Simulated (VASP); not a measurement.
# PbS (P-6m2) in VASP: single point with revPBE

Aim: the single point of PbS with revPBE.

Program: VASP 6.6.1. These are calculated values, not measurements. Logs are shortened: lines on timing, memory, paths and dates and some standing lists are left out, and cuts for length are marked.

**1. The cell of the first run**

Symmetry: P-6m2, No. 187, hexagonal system. The conventional cell has a = 4.090 Å, b = 4.090 Å, c = 3.788 Å, α = 90.00°, β = 90.00°, γ = 120.00°. Within 4.1 Å of Pb (site symmetry -6m2) lie 6 S at 3.03 Å and 8 Pb at 3.79 to 4.09 Å. S (site symmetry -6m2) has 6 Pb at 3.03 Å and 8 S at 3.79 to 4.09 Å within 4.1 Å.

**2. Single point, revPBE, non-collinear spin, zero start, spin-orbit coupling**

The input, POSCAR:

```
PbS
1.0
    4.0896976867      0.0000000000      0.0000000000
   -2.0448488433      3.5417820905      0.0000000000
    0.0000000000      0.0000000000      3.7881670000
Pb S
1 1
Direct
    0.0000000000      0.0000000000      0.0000000000
    0.6666666667      0.3333333333      0.5000000000
```

The input, INCAR.step1:

```
SYSTEM = PbS
PREC = Accurate
ENCUT = 400
EDIFF = 1E-6
ISMEAR = -1
SIGMA = 0.051703999572871064
LREAL = .FALSE.
LASPH = .TRUE.
NELM = 200
ALGO = Normal
ISIF = 2
LWAVE = .FALSE.
LCHARG = .TRUE.
MAGMOM = 0 0 0 0 0 0
LSORBIT = .TRUE.
GGA_COMPAT = .FALSE.
LORBMOM = .TRUE.
GGA = RE
NBANDS = 32
NEDOS = 2001
LORBIT = 11
```

The input, KPOINTS.step1:

```
regular mesh
0
G
  3 3 2
  0 0 0
```

The input, INCAR.step2:

```
SYSTEM = PbS
PREC = Accurate
ENCUT = 400
EDIFF = 1E-6
ISMEAR = 0
SIGMA = 0.051703999572871064
LREAL = .FALSE.
LASPH = .TRUE.
NELM = 200
ALGO = Normal
ISIF = 2
LWAVE = .FALSE.
LCHARG = .FALSE.
MAGMOM = 0 0 0 0 0 0
LORBIT = 10
LSORBIT = .TRUE.
GGA_COMPAT = .FALSE.
LORBMOM = .TRUE.
GGA = RE
NEDOS = 1001
ICHARG = 11
```

The input, KPOINTS.step2:

```
regular mesh
0
G
  5 5 3
  0 0 0
```

Potentials or basis: VASP PAW PBE potentials, release 64 (Pb_d, S).

Started as:

```console
cat potpaw_PBE.64/Pb_d/POTCAR potpaw_PBE.64/S/POTCAR > POTCAR
cp INCAR.step1 INCAR
cp KPOINTS.step1 KPOINTS
mpirun -np 1 vasp_ncl > vasp.out
cp INCAR.step2 INCAR
cp KPOINTS.step2 KPOINTS
mpirun -np 1 vasp_ncl > vasp.out
```

OUTCAR:

```text
SYSTEM = PbS
   PREC = Accurate
   ENCUT = 400
   EDIFF = 1E-6
   ISMEAR = 0
   LREAL = .FALSE.
   LASPH = .TRUE.
   NELM = 200
   ISIF = 2
   LORBIT = 10
   LSORBIT = .TRUE.
   GGA = RE
   ICHARG = 11

 ion  position               nearest neighbor table
   1  0.000  0.000  0.000-   2 3.03   2 3.03   2 3.03   2 3.03   2 3.03   2 3.03
   2  0.667  0.333  0.500-   1 3.03   1 3.03   1 3.03   1 3.03   1 3.03   1 3.03

  LATTYP: Found a hexagonal cell.
 ALAT       =     4.0896976867
 C/A-ratio  =     0.9262706660

  Lattice vectors:

 A1 = (   4.0896976867,   0.0000000000,   0.0000000000)
 A2 = (  -2.0448488433,   3.5417820905,   0.0000000000)
 A3 = (   0.0000000000,   0.0000000000,   3.7881670000)

Analysis of symmetry for initial positions (statically):
=====================================================================
 Subroutine PRICEL returns:
 Original cell was already a primitive cell.

 Routine SETGRP: Setting up the symmetry group for a
 hexagonal supercell.

 Subroutine GETGRP returns: Found 12 space group operations
 (whereof 12 operations were pure point group operations)
 out of a pool of 24 trial point group operations.

The static configuration has the point symmetry D_3h.

Analysis of symmetry for dynamics (positions and initial velocities):
=====================================================================
 Subroutine PRICEL returns:
 Original cell was already a primitive cell.

 Routine SETGRP: Setting up the symmetry group for a
 hexagonal supercell.

 Subroutine GETGRP returns: Found 12 space group operations
 (whereof 12 operations were pure point group operations)
 out of a pool of 24 trial point group operations.

The dynamic configuration has the point symmetry D_3h.

Analysis of structural, dynamic, and magnetic symmetry:
=====================================================================
 Subroutine PRICEL returns:
 Original cell was already a primitive cell.

 Routine SETGRP: Setting up the symmetry group for a
 hexagonal supercell.

 Subroutine GETGRP returns: Found 12 space group operations
 (whereof 12 operations were pure point group operations)
 out of a pool of 24 trial point group operations.

The overall configuration has the point symmetry D_3h.

 Subroutine INISYM returns: Found 12 space group operations
 (whereof 12 operations are pure point group operations),
 and found     1 'primitive' translations

----------------------------------------------------------------------------------------

                                     Primitive cell

  volume of cell :      54.8709

  direct lattice vectors                    reciprocal lattice vectors
     4.089697687  0.000000000  0.000000000     0.244516851  0.141171870  0.000000000
    -2.044848843  3.541782090  0.000000000     0.000000000  0.282343740  0.000000000
     0.000000000  0.000000000  3.788167000     0.000000000  0.000000000  0.263979914

  length of vectors
     4.089697687  4.089697687  3.788167000     0.282343740  0.282343740  0.263979914

  position of ions in fractional coordinates (direct lattice)
     0.000000000  0.000000000  0.000000000
     0.666666667  0.333333333  0.500000000

  ion indices of the primitive-cell ions
   primitive index   ion index
                 1           1
                 2           2

----------------------------------------------------------------------------------------

 KPOINTS: regular mesh

Automatic generation of k-mesh.
 Grid dimensions read from file:
 generate k-points for:    5    5    3

 Generating k-lattice:

[... 76 lines left out ...]
   LHFCALC =     F    Hartree Fock is set to
   AEXX    =    0.0000 exact exchange contribution
   IVDW    =     0    specifies the selected vdW correction
   LEPSILON=     F    determine dielectric tensor
   LRPA    =     F    only Hartree local field effects (RPA)
 Gauss-broadening in eV      SIGMA  =   0.05
  energy-cutoff  :      400.00
  volume of cell :       54.87
 maximum number of plane-waves:      2028

 number of electron      20.0000007 magnetization       0.0000000     -0.0000000      0.0000000

 Free energy of the ion-electron system (eV)
  ---------------------------------------------------
  ext. energy  EPLUGINS =         0.00000000
  ---------------------------------------------------
  free energy    TOTEN  =        -8.38426602 eV

  energy without entropy =       -8.38426602  energy(sigma->0) =       -8.38426602

 E-fermi :   5.0928     XC(G=0):  -9.3395

 val. band max:        4.8494726389   @ k =   0.4000   0.2000   0.0000
 cond. band min:       5.9958028656   @ k =   0.4000   0.2000   0.3333
 fundamental gap:      1.1463302266
 Fermi energy:         5.0928243588

 k-point     1 :       0.0000    0.0000    0.0000
  band No.  band energies     occupation
      1     -13.1845      1.00000
      2     -13.1845      1.00000
      3     -13.1771      1.00000
      4     -13.1771      1.00000
      5     -10.6436      1.00000
      6     -10.6436      1.00000
[... 423 lines left out ...]
     27      12.9437      0.00000
     28      13.0407      0.00000

------------------------ aborting loop because EDIFF is reached ----------------------------------------

  FORCE on cell =-STRESS in cart. coord.  units (eV):
  Direction    XX          YY          ZZ          XY          YZ          ZX
  --------------------------------------------------------------------------------------
  -------------------------------------------------------------------------------------
  Total        1.2884231      1.2884231      1.1469419      0.0000000      0.0000000      0.0000000
  in kB       37.6207033     37.6207033     33.4895904      0.0000000      0.0000000      0.0000000
  external PRESSURE =      36.2436657 kB  Pullay stress =       0.0000000 kB

 VOLUME and BASIS-vectors are now :
 -----------------------------------------------------------------------------
  energy-cutoff  :      400.00
  volume of cell :       54.87
      direct lattice vectors                 reciprocal lattice vectors
     4.089697687  0.000000000  0.000000000     0.244516851  0.141171870  0.000000000
    -2.044848843  3.541782090  0.000000000     0.000000000  0.282343740  0.000000000
     0.000000000  0.000000000  3.788167000     0.000000000  0.000000000  0.263979914

 POSITION                                       TOTAL-FORCE (eV/Angst)
 -----------------------------------------------------------------------------------
      0.00000      0.00000      0.00000         0.000000     -0.000000      0.000000
      2.04485      1.18059      1.89408        -0.000000      0.000000      0.000000
 -----------------------------------------------------------------------------------
    total drift:                               -0.000102      0.000059     -0.000000

  FREE ENERGIE OF THE ION-ELECTRON SYSTEM (eV)
  ---------------------------------------------------
  free  energy   TOTEN  =        -8.3842660174 eV

  energy  without entropy=       -8.3842660174  energy(sigma->0) =       -8.38426602

 orbital moment (x)

 # of ion     p       d       tot
 ----------------------------------------
  1        -0.000  -0.000  -0.000
  2        -0.000   0.000  -0.000
 ----------------------------------------
           -0.000  -0.000  -0.000

 orbital moment (y)

 # of ion     p       d       tot
 ----------------------------------------
  1        -0.000   0.000  -0.000
  2        -0.000   0.000  -0.000
 ----------------------------------------
           -0.000   0.000  -0.000

 orbital moment (z)

 # of ion     p       d       tot
 ----------------------------------------
  1         0.000  -0.000  -0.000
  2         0.000   0.000   0.000
 ----------------------------------------
            0.000  -0.000   0.000

 Spin-Orbit-Coupling matrix elements

 Ion:    1  E_soc:     -0.8084386
 l=   1
     0.0000000    -0.0683872    -0.0680754
    -0.0683872     0.0000000    -0.0683872
    -0.0680754    -0.0683872     0.0000000
 l=   2
     0.0000000    -0.0132384     0.0000000    -0.0132384    -0.0535069
    -0.0132384     0.0000000    -0.0398836    -0.0131417    -0.0132384
     0.0000000    -0.0398836     0.0000000    -0.0398836     0.0000000
    -0.0132384    -0.0131417    -0.0398836     0.0000000    -0.0132384
    -0.0535069    -0.0132384     0.0000000    -0.0132384     0.0000000
 l=   3
     0.0000000     0.0000000     0.0000000     0.0000000     0.0000000     0.0000000     0.0000000
     0.0000000     0.0000000     0.0000000     0.0000000     0.0000000     0.0000000     0.0000000
     0.0000000     0.0000000     0.0000000     0.0000000     0.0000000     0.0000000     0.0000000
     0.0000000     0.0000000     0.0000000     0.0000000     0.0000000     0.0000000     0.0000000
     0.0000000     0.0000000     0.0000000     0.0000000     0.0000000     0.0000000     0.0000000
     0.0000000     0.0000000     0.0000000     0.0000000     0.0000000     0.0000000     0.0000000
     0.0000000     0.0000000     0.0000000     0.0000000     0.0000000     0.0000000     0.0000000

 Ion:    2  E_soc:     -0.0051185
 l=   1
     0.0000000    -0.0007385    -0.0010822
    -0.0007385     0.0000000    -0.0007385
    -0.0010822    -0.0007385     0.0000000
 l=   2
     0.0000000     0.0000000     0.0000000     0.0000000     0.0000000
     0.0000000     0.0000000     0.0000000     0.0000000     0.0000000
     0.0000000     0.0000000     0.0000000     0.0000000     0.0000000
     0.0000000     0.0000000     0.0000000     0.0000000     0.0000000
     0.0000000     0.0000000     0.0000000     0.0000000     0.0000000
 l=   3
     0.0000000     0.0000000     0.0000000     0.0000000     0.0000000     0.0000000     0.0000000
     0.0000000     0.0000000     0.0000000     0.0000000     0.0000000     0.0000000     0.0000000
     0.0000000     0.0000000     0.0000000     0.0000000     0.0000000     0.0000000     0.0000000
     0.0000000     0.0000000     0.0000000     0.0000000     0.0000000     0.0000000     0.0000000
     0.0000000     0.0000000     0.0000000     0.0000000     0.0000000     0.0000000     0.0000000
     0.0000000     0.0000000     0.0000000     0.0000000     0.0000000     0.0000000     0.0000000
     0.0000000     0.0000000     0.0000000     0.0000000     0.0000000     0.0000000     0.0000000

 total charge

# of ion       s       p       d       tot
------------------------------------------
    1        1.481   0.525   9.840  11.846
    2        1.363   2.299   0.000   3.663
--------------------------------------------------
tot          2.845   2.824   9.840  15.509

 magnetization (x)

# of ion       s       p       d       tot
------------------------------------------
    1       -0.000   0.000  -0.000   0.000
    2       -0.000  -0.000   0.000  -0.000
--------------------------------------------------
tot         -0.000   0.000  -0.000   0.000

 magnetization (y)

# of ion       s       p       d       tot
------------------------------------------
    1       -0.000   0.000   0.000  -0.000
    2        0.000   0.000   0.000   0.000
--------------------------------------------------
tot         -0.000   0.000   0.000  -0.000

 magnetization (z)

# of ion       s       p       d       tot
------------------------------------------
    1       -0.000  -0.000   0.000  -0.000
    2       -0.000  -0.000   0.000  -0.000
--------------------------------------------------
tot         -0.000  -0.000   0.000  -0.000
```

It took 1.8 min on 1 thread of Intel Xeon 8259CL, shared host; peak memory 0.24 GiB.

Results:

- Net moment: 0.00 μB per cell
- Valence electrons inside the program's atomic spheres: Pb 11.85; S 3.66

Moments on the atoms (μB; x, y, z):
```
Pb  0.00 0.00 0.00
S   0.00 0.00 0.00
```

Caveat: the k points lie up to 0.83 Å⁻¹ apart; the PAW data sets were made with another functional, which shifts forces and pressure a little.
